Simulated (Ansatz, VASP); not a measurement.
# AgCl: VASP beside Ansatz

```
Ag Cl
1.0
     0.00000    2.66222    2.88408
     2.66222    0.00000    2.88408
     2.66222    2.66222    0.00000
Ag Cl
1 1
Direct
  0.50000 0.50000 0.50000
  0.00000 0.00000 0.00000
```

Change from the starting cell: strain -0.040 along x and y, +0.040 along z, atoms carried along.

Alike in both runs: task single point; functional PBE; k mesh 8 × 8 × 8; occupations gaussian, width 0.05 eV; no spin polarisation.

|  | VASP | Ansatz |
| --- | --- | --- |
| version | VASP 6.6.1 | Ansatz 0.2.0 |
| potentials or method | VASP PAW PBE potentials, release 64 (Ag, Cl), cutoff 520 eV | scalar-relativistic, plane waves, PAW |
| valence electrons in the cell | 18 | 26 |

|  | VASP | Ansatz | Ansatz less VASP |
| --- | --- | --- | --- |
| gap on the k mesh at the Fermi level (eV) | 0.67 | 0.67 | +0.003 |
| least direct gap on the mesh (eV) | 3.33 | 3.32 | -0.004 |
| pressure (GPa) | 4.5 | 4.7 | +0.16 |
| traceless stress, the component that is largest in VASP (GPa) | -2.17 | -2.21 | -0.043 |

VASP's potentials hold 18 valence electrons a cell and Ansatz's 26, so a difference there can come from the potentials and not from the codes.
